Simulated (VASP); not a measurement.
# ZnCdSe4S2 (P1) in VASP: relaxation of cell and atoms with PBE

Aim: the relaxation of cell and atoms of ZnCdSe4S2 with PBE.

Everything below comes from runs of VASP 6.6.1. Logs are shortened: lines on timing, memory, paths and dates and some standing lists are left out, and cuts for length are marked.

### 1 The cell of the first run

The typed cell holds 8 atoms: a = 4.779 Å, b = 7.099 Å, c = 7.143 Å, α = 87.47°, β = 91.43°, γ = 88.80°.

### 2 Relaxation of cell and atoms, PBE

INCAR reads:

```
PREC = Accurate
ENCUT = 500
EDIFF = 1E-7
ISMEAR = 0
SIGMA = 0.1
LREAL = False
LASPH = True
NELM = 120
ALGO = Normal
ISIF = 3
LWAVE = False
LCHARG = False
GGA = PE
IBRION = 2
NSW = 80
EDIFFG = -0.025
GGA_COMPAT = False
NELMIN = 4
```

KPOINTS reads:

```
Automatic mesh
0
Gamma
  4 2 2
```

POSCAR reads:

```
ZnCdSe4S2
1.0
    0.0507951921     -0.0602715174      4.7785775092
    7.0971891536      0.1576236655      0.0755981531
    0.1576236655      7.1405193072     -0.0897017062
Zn Cd Se S
1 1 4 2
Direct
   -0.0179684408      0.0191983961     -0.0187745974
   -0.0263403787      0.5120365151      0.4797816779
    0.1367221112      0.1538822346      0.6720354296
    0.1688302413      0.7976752103      0.2831990182
    0.8623284605      0.3070685598      0.1827033653
    0.8616178659      0.7072864262      0.8466395847
    0.8959344870     -0.0046732319      0.5221031194
    0.1188756536      0.5075258898      1.0323124024
```

Potentials or basis: VASP PAW PBE potentials, release 64 (Zn, Cd, Se, S).

Launch:

```
cat potpaw_PBE.64/Zn/POTCAR potpaw_PBE.64/Cd/POTCAR potpaw_PBE.64/Se/POTCAR potpaw_PBE.64/S/POTCAR > POTCAR
mpirun -np 1 vasp_std > vasp.out
```

OUTCAR:

```text
PREC = Accurate
   ENCUT = 500
   EDIFF = 1E-7
   ISMEAR = 0
   LREAL = False
   LASPH = True
   NELM = 120
   ISIF = 3
   GGA = PE
   IBRION = 2
   NSW = 80
   EDIFFG = -0.025
   NELMIN = 4

 ion  position               nearest neighbor table
   1  0.982  0.019  0.981-   3 2.50   6 2.52   5 2.61   4 2.73
   2  0.974  0.512  0.480-   4 2.62   5 2.67   3 2.92   6 3.07   8 3.29
   3  0.137  0.154  0.672-   7 1.96   1 2.50   2 2.92
   4  0.169  0.798  0.283-   7 2.61   2 2.62   1 2.73
   5  0.862  0.307  0.183-   8 2.16   1 2.61   2 2.67
   6  0.862  0.707  0.847-   8 2.23   1 2.52   2 3.07
   7  0.896  0.995  0.522-   3 1.96   4 2.61
   8  0.119  0.508  0.032-   5 2.16   6 2.23   2 3.29

  LATTYP: Found a triclinic cell.
 ALAT       =     7.1428221028
 B/A-ratio  =     1.4406839280
 C/A-ratio  =     0.6690951370
 COS(alpha) =     0.0028213297
 COS(beta)  =     0.0249291290
 COS(gamma) =     0.7245543681

  Lattice vectors:

 A1 = (   0.1576236655,   7.1405193072,  -0.0897017062)
 A2 = (   7.2548128191,   7.2981429727,  -0.0141035531)
 A3 = (  -0.0507951921,   0.0602715174,  -4.7785775092)

Analysis of symmetry for initial positions (statically):
=====================================================================
 Subroutine PRICEL returns:
 Original cell was already a primitive cell.

 Routine SETGRP: Setting up the symmetry group for a
 triclinic supercell.

 Subroutine GETGRP returns: Found  1 space group operations
 (whereof  1 operations were pure point group operations)
 out of a pool of  2 trial point group operations.

The static configuration has the point symmetry C_1 .

Analysis of symmetry for dynamics (positions and initial velocities):
=====================================================================
 Subroutine PRICEL returns:
 Original cell was already a primitive cell.

 Routine SETGRP: Setting up the symmetry group for a
 triclinic supercell.

 Subroutine GETGRP returns: Found  1 space group operations
 (whereof  1 operations were pure point group operations)
 out of a pool of  2 trial point group operations.

The dynamic configuration has the point symmetry C_1 .

 Subroutine INISYM returns: Found  1 space group operations
 (whereof  1 operations are pure point group operations),
 and found     1 'primitive' translations

----------------------------------------------------------------------------------------

                                     Primitive cell

  volume of cell :     241.9810

  direct lattice vectors                    reciprocal lattice vectors
     0.050795192 -0.060271517  4.778577509    -0.002289226  0.002680153  0.209325436
     7.097189154  0.157623666  0.075598153     0.140986786 -0.003131541 -0.001538155
     0.157623666  7.140519307 -0.089701706    -0.003131541  0.140137586  0.001800823

  length of vectors
     4.779227534  7.099341813  7.142822103     0.209355109  0.141029948  0.140184138

  position of ions in fractional coordinates (direct lattice)
     0.982031559  0.019198396  0.981225403
     0.973659621  0.512036515  0.479781678
     0.136722111  0.153882235  0.672035430
     0.168830241  0.797675210  0.283199018
     0.862328461  0.307068560  0.182703365
     0.861617866  0.707286426  0.846639585
     0.895934487  0.995326768  0.522103119
     0.118875654  0.507525890  0.032312402

  ion indices of the primitive-cell ions
   primitive index   ion index
                 1           1
                 2           2
                 3           3
                 4           4
                 5           5
                 6           6
                 7           7
                 8           8

----------------------------------------------------------------------------------------

 KPOINTS: Automatic mesh

Automatic generation of k-mesh.
 Grid dimensions read from file:
 generate k-points for:    4    2    2

 Generating k-lattice:

  Cartesian coordinates                     Fractional coordinates (reciprocal lattice)
    -0.000572307  0.000670038  0.052331359     0.250000000  0.000000000  0.000000000
     0.070493393 -0.001565771 -0.000769078    -0.000000000  0.500000000 -0.000000000
    -0.001565771  0.070068793  0.000900411    -0.000000000  0.000000000  0.500000000

  Length of vectors
     0.052338777  0.070514974  0.070092069

  Shift w.r.t. Gamma in fractional coordinates (k-lattice)
     0.000000000  0.000000000  0.000000000

 Subroutine IBZKPT returns following result:
 ===========================================

 Found     12 irreducible k-points:

 Following reciprocal coordinates:
            Coordinates               Weight
  0.000000  0.000000  0.000000      1.000000
  0.250000 -0.000000  0.000000      2.000000
  0.500000 -0.000000  0.000000      1.000000
 -0.000000  0.500000 -0.000000      1.000000
  0.250000  0.500000  0.000000      2.000000
  0.500000  0.500000  0.000000      1.000000
 -0.000000 -0.000000  0.500000      1.000000
  0.250000 -0.000000  0.500000      2.000000
  0.500000 -0.000000  0.500000      1.000000
 -0.000000  0.500000  0.500000      1.000000
  0.250000  0.500000  0.500000      2.000000
  0.500000  0.500000  0.500000      1.000000
   k-points           NKPTS =     12   k-points in BZ     NKDIM =     12   number of bands    NBANDS=     36
   number of dos      NEDOS =    301   number of ions     NIONS =      8
   total plane-waves  NPLWV = 104976
   dimension x,y,z NGX =    36 NGY =   54 NGZ =   54
   dimension x,y,z NGXF=    72 NGYF=  108 NGZF=  108
   ions per type =               1   1   4   2
   NGX,Y,Z   is equivalent  to a cutoff of  12.52, 12.65, 12.57 a.u.
   NGXF,Y,Z  is equivalent  to a cutoff of  25.05, 25.29, 25.14 a.u.
 SYSTEM =  unknown system
   PREC   = accura    normal or accurate (medium, high low for compatibility)
   ISTART =      0    job   : 0-new  1-cont  2-samecut
   ICHARG =      2    charge: 1-file 2-atom 10-const
   ISPIN  =      1    spin polarized calculation?
   LNONCOLLINEAR =      F non collinear calculations
   LSORBIT =      F    spin-orbit coupling
   LASPH  =      T    aspherical Exc in radial PAW
   ENCUT  =  500.0 eV  36.75 Ry    6.06 a.u.   8.71 12.94 13.02*2*pi/ulx,y,z
   NELM   =    120;   NELMIN=  4; NELMDL= -5     # of ELM steps
   EDIFF  = 0.1E-06   stopping-criterion for ELM
   LREAL  =      F    real-space projection
   EDIFFG = -.3E-01   stopping-criterion for IOM
   NSW    =     80    number of steps for IOM
   IBRION =      2    ionic relax: 0-MD 1-quasi-New 2-CG
   NFREE  =      1    steps in history (QN), initial steepest desc. (CG)
   ISIF   =      3    stress and relaxation
   ISYM   =      2    0-nonsym 1-usesym 2-fastsym
   POTIM  = 0.5000    time-step for ionic-motion
   TEBEG  =    0.0;   TEEND  =   0.0 temperature during run
   PSTRESS=    0.0 pullay stress
   NELECT =      60.0000    total number of electrons
   NUPDOWN=      -1.0000    fix difference up-down
   EMIN   =  10.00;   EMAX   =-10.00  energy-range for DOS
   EFERMI =   0.00;   METHOD = LEGACY
   ISMEAR =     0;   SIGMA  =   0.10  broadening in eV -4-tet -1-fermi 0-gaus
   EFERMI_NEDOS =   21; number of points for ismear=-14 and -15
   IALGO  =     38    algorithm
   IMIX   =      4    mixing-type and parameters
     AMIX     =   0.40;   BMIX     =  1.00
     AMIX_MAG =   1.60;   BMIX_MAG =  1.00
  volume/ion in A,a.u.               =      30.25       204.12
  Fermi-wavevector in a.u.,A,eV,Ry     =   1.028486  1.943556 14.392004  1.057782
  Thomas-Fermi vector in A             =   2.162484
   LORBIT       =      0    0 simple, 1 ext, 2 COOP (PROOUT), +10 PAW based schemes
   GGA     = PE    functional components
   LHFCALC =     F    Hartree Fock is set to
   AEXX    =    0.0000 exact exchange contribution
   IVDW    =     0    specifies the selected vdW correction
   LEPSILON=     F    determine dielectric tensor
   LRPA    =     F    only Hartree local field effects (RPA)
 conjugate gradient relaxation of ions
 non-spin polarized calculation
 Gauss-broadening in eV      SIGMA  =   0.10
  energy-cutoff  :      500.00
  volume of cell :      241.98
 maximum number of plane-waves:      6167
 NGX is ok and might be reduce to    36
   NGX = 17   NGY = 25   NGZ = 27

--------------------------------------- Ionic step        1  -------------------------------------------

 number of electron      60.0000004 magnetization

 Free energy of the ion-electron system (eV)
  ---------------------------------------------------
  ext. energy  EPLUGINS =         0.00000000
  ---------------------------------------------------
  free energy    TOTEN  =       -23.52012304 eV

  energy without entropy =      -23.51455109  energy(sigma->0) =      -23.51733707

------------------------ aborting loop because EDIFF is reached ----------------------------------------

  FORCE on cell =-STRESS in cart. coord.  units (eV):
  Direction    XX          YY          ZZ          XY          YZ          ZX
  --------------------------------------------------------------------------------------
  -------------------------------------------------------------------------------------
  Total        3.2578216      3.9453569      3.7593859      1.2578484      4.2708563      5.8068524
  in kB       21.5703246     26.1225566     24.8912256      8.3283250     28.2777166     38.4476821
  external PRESSURE =      24.1947023 kB  Pullay stress =       0.0000000 kB
[... 107 lines left out ...]
  FREE ENERGIE OF THE ION-ELECTRON SYSTEM (eV)
  ---------------------------------------------------
  free  energy   TOTEN  =       -24.2522848839 eV

  energy  without entropy=      -24.2485117705  energy(sigma->0) =      -24.25039833

[... ionic steps 4 to 25 ...]

--------------------------------------- Ionic step       26  -------------------------------------------

 number of electron      60.0000009 magnetization

------------------------ aborting loop because EDIFF is reached ----------------------------------------

  FORCE on cell =-STRESS in cart. coord.  units (eV):
  Direction    XX          YY          ZZ          XY          YZ          ZX
  --------------------------------------------------------------------------------------
  -------------------------------------------------------------------------------------
  Total       -0.1392969     -0.0849946     -0.0563011      0.0567134     -0.0499016      0.0130208
  in kB       -0.9416470     -0.5745636     -0.3805953      0.3833825     -0.3373344      0.0880203
  external PRESSURE =      -0.6322686 kB  Pullay stress =       0.0000000 kB
[... 69 lines left out ...]
  energy  without entropy=      -24.8306381031  energy(sigma->0) =      -24.83065078

--------------------------------------- Ionic step       28  -------------------------------------------

 number of electron      60.0000009 magnetization

 Free energy of the ion-electron system (eV)
  ---------------------------------------------------
  ext. energy  EPLUGINS =         0.00000000
  ---------------------------------------------------
  free energy    TOTEN  =       -24.83081882 eV

  energy without entropy =      -24.83079398  energy(sigma->0) =      -24.83080640

 E-fermi :   1.4201     XC(G=0):  -8.1338

 val. band max:        1.1755905587   @ k =   0.0000   0.0000   0.0000
 cond. band min:       1.6582603110   @ k =   0.0000   0.0000   0.0000
 fundamental gap:      0.4826697524
 Fermi energy:         1.4201175927

 k-point     1 :       0.0000    0.0000    0.0000
  band No.  band energies     occupation
      1     -13.9151      2.00000
      2     -13.3660      2.00000
      3     -11.6074      2.00000
      4     -11.6047      2.00000
      5      -9.5934      2.00000
      6      -8.9115      2.00000
[... 492 lines left out ...]
  FREE ENERGIE OF THE ION-ELECTRON SYSTEM (eV)
  ---------------------------------------------------
  free  energy   TOTEN  =       -24.8308188213 eV

  energy  without entropy=      -24.8307939798  energy(sigma->0) =      -24.83080640

 reached required accuracy - stopping structural energy minimisation
```

Wall time 39 min (1 thread of Oxide Virtual Turin-like, shared host); peak memory 0.35 GiB.

Results:

```
Free energy                           : -24.8308 eV
Relaxed volume                        : 29.60 Å³/atom
Relaxed cell                          : a = 4.786 Å, b = 7.048 Å, c = 7.029 Å, α = 90.02°, β = 89.64°, γ = 87.07°
Space group after relaxing (to 0.1 Å) : P1 (No. 1)
Energy gained by relaxing             : 163.8 meV/atom
Ionic steps                           : 28
Pressure after relaxing               : 0.0 GPa
Largest force after relaxing          : 0.022 eV/Å
Band gap on the k mesh                : 0.48 eV
```

Forces on the atoms (eV/Å):
```
Zn  -0.002  0.014  0.001
Cd   0.017 -0.004 -0.006
Se   0.004 -0.005 -0.013
Se   0.004  0.006  0.008
Se  -0.008 -0.005 -0.008
Se  -0.017  0.006  0.012
S    0.009 -0.001  0.004
S   -0.008 -0.011  0.002
```

The path:
| step | energy change (eV) | largest force (eV/Å) | pressure (GPa) | volume (Å³) |
| --- | --- | --- | --- | --- |
| 1 | 0.0000 | 5.6346 | 2.42 | 241.98 |
| 2 | -0.2493 | 1.9244 | -3.65 | 257.85 |
| 3 | -0.7322 | 1.4011 | -1.74 | 248.97 |
| 4 | -0.7341 | 1.3957 | -1.65 | 248.71 |
| 5 | -1.0289 | 0.8661 | -0.49 | 240.38 |
| 6 | -1.0739 | 0.8620 | 0.44 | 236.03 |
| 7 | -1.1672 | 0.6501 | 0.37 | 236.23 |
| 8 | -1.2147 | 0.8252 | 0.39 | 236.48 |
| 9 | -1.2500 | 0.3718 | -0.66 | 239.63 |
| 10 | -1.2548 | 0.2088 | -0.41 | 238.80 |
| 11 | -1.2759 | 0.1922 | -0.02 | 236.65 |
| 12 | -1.2800 | 0.2743 | 0.27 | 235.22 |
| 13 | -1.2903 | 0.1502 | -0.01 | 236.05 |
| 14 | -1.2903 | 0.1496 | -0.01 | 236.08 |
| 15 | -1.3001 | 0.1271 | -0.05 | 236.50 |
| 16 | -1.3021 | 0.1498 | -0.06 | 236.79 |
| 17 | -1.3053 | 0.1165 | 0.08 | 236.34 |
| 18 | -1.3053 | 0.1336 | 0.11 | 236.26 |
| 19 | -1.3079 | 0.0660 | -0.03 | 236.78 |
| 20 | -1.3082 | 0.0759 | -0.10 | 237.03 |
| 21 | -1.3092 | 0.0582 | 0.05 | 236.47 |
| 22 | -1.3092 | 0.0478 | 0.03 | 236.53 |
| 23 | -1.3098 | 0.0345 | 0.03 | 236.60 |
| 24 | -1.3101 | 0.0344 | 0.01 | 236.69 |
| 25 | -1.3103 | 0.0261 | -0.03 | 236.87 |
| 26 | -1.3104 | 0.0406 | -0.06 | 237.01 |
| 27 | -1.3105 | 0.0329 | -0.04 | 236.94 |
| 28 | -1.3107 | 0.0220 | -0.01 | 236.84 |

Final structure:
```xyz
8
Lattice="0.1197 0.0115 4.7850 7.0461 0.0018 0.1836 -0.0052 7.0293 0.0270" Properties=species:S:1:pos:R:3 pbc="T T T"
Zn    7.0316    7.0139    0.2143
Cd    3.6562    3.5401    4.8884
Se    1.2057    4.8678    0.7440
Se    5.7961    2.1488    0.8721
Se    2.2902    1.2610    4.1852
Se    5.0093    5.8335    4.1892
S     0.1362    3.5102    4.2131
S     3.5121    7.0246    0.7028
```

Caveat: the k points lie up to 0.45 Å⁻¹ apart in the final cell.
